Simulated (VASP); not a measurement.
A run of VASP 6.6.1 is set up as follows.

File POSCAR:

```
Mg
1.0
    0.0000000000      2.2882721944      2.2882721944
    2.2882721944      0.0000000000      2.2882721944
    2.2882721944      2.2882721944      0.0000000000
Mg
1
Direct
    0.0000000000      0.0000000000      0.0000000000
```

The input INCAR.step1:

```
SYSTEM = Mg
PREC = Accurate
ENCUT = 520
EDIFF = 1E-5
ISMEAR = 0
SIGMA = 0.01
LREAL = .FALSE.
LASPH = .TRUE.
NELM = 100
ALGO = Normal
ISIF = 2
LWAVE = .TRUE.
LCHARG = .FALSE.
NBANDS = 7
GGA = PE
```

The input INCAR.step2:

```
SYSTEM = Mg
PREC = Accurate
ENCUT = 520
EDIFF = 1E-6
ISMEAR = 0
SIGMA = 0.01
LREAL = .FALSE.
LASPH = .TRUE.
NELM = 100
ALGO = Normal
ISIF = 2
LWAVE = .FALSE.
LCHARG = .FALSE.
GGA = PE
LHFCALC = .TRUE.
HFSCREEN = 0.2079
PRECFOCK = Normal
NBANDS = 7
ISTART = 1
```

File KPOINTS:

```
regular mesh
0
G
  7 7 7
  0 0 0
```

Potentials or basis: VASP PAW PBE potentials, release 64 (Mg).

Run with:

```bash
$ cat potpaw_PBE.64/Mg/POTCAR > POTCAR
$ cp INCAR.step1 INCAR
$ mpirun -np 1 vasp_std > vasp.out
$ cp INCAR.step2 INCAR
$ mpirun -np 1 vasp_std > vasp.out
```

Problem. What does it give for the band gap on the k mesh?

Solution. Zero (bands 1 and 2 overlap by 2.35 eV).

Problem. What does it give for the pressure?

Solution. -1.5 GPa.

Caveat: the PAW data sets were made with another functional, which shifts forces and pressure a little.
